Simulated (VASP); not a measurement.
Crystal: Co.

```
Co
1.0
     2.47056    0.00000    0.00000
    -1.23528    2.13957    0.00000
     0.00000    0.00000    8.08823
Co
4
Direct
  0.66667 0.33333 0.75000
  0.00000 0.00000 0.50000
  0.33333 0.66667 0.25000
  0.00000 0.00000 0.00000
```

| Quantity | Value |
| --- | --- |
| Program | VASP 6.6.1 |
| Task | relaxation of cell and atoms |
| Functional | PBE |
| Potentials or basis | VASP PAW PBE potentials, release 64 (Co) |
| Cutoff | 600 eV |
| k mesh | 12 × 12 × 4 |
| Occupations | fermi-dirac, width 0.05 eV |
| Spin | collinear spin, ferromagnetic start |
| Starting moments | [2.0, 2.0, 2.0, 2.0] μB |

At the start: pressure 3.7 GPa; volume 10.69 Å³/atom.

Where does the relaxation end?

Over 5 steps the energy falls by 3.1 meV/atom and the volume is 10.87 Å³/atom (+1.7 %); space group P6_3/mmc (No. 194, to 0.1 Å) before and after; moment 6.63 μB per cell.

The path:
| step | energy change (eV) | largest force (eV/Å) | pressure (GPa) | volume (Å³) |
| --- | --- | --- | --- | --- |
| 1 | 0.0000 | 0.0000 | 3.69 | 42.75 |
| 2 | -0.0032 | 0.0000 | -3.64 | 44.29 |
| 3 | -0.0115 | 0.0000 | -0.49 | 43.57 |
| 4 | -0.0115 | 0.0000 | -0.36 | 43.56 |
| 5 | -0.0126 | 0.0000 | 0.01 | 43.47 |

Final structure:
```
Co
1.0
     2.49444    0.00000    0.00000
    -1.24722    2.16025    0.00000
     0.00000    0.00000    8.06788
Co
4
Cartesian
  1.2472 0.7201 6.0509
  1.2472 2.1602 4.0339
  0.0000 1.4402 2.0170
  2.4944 0.0000 8.0679
```
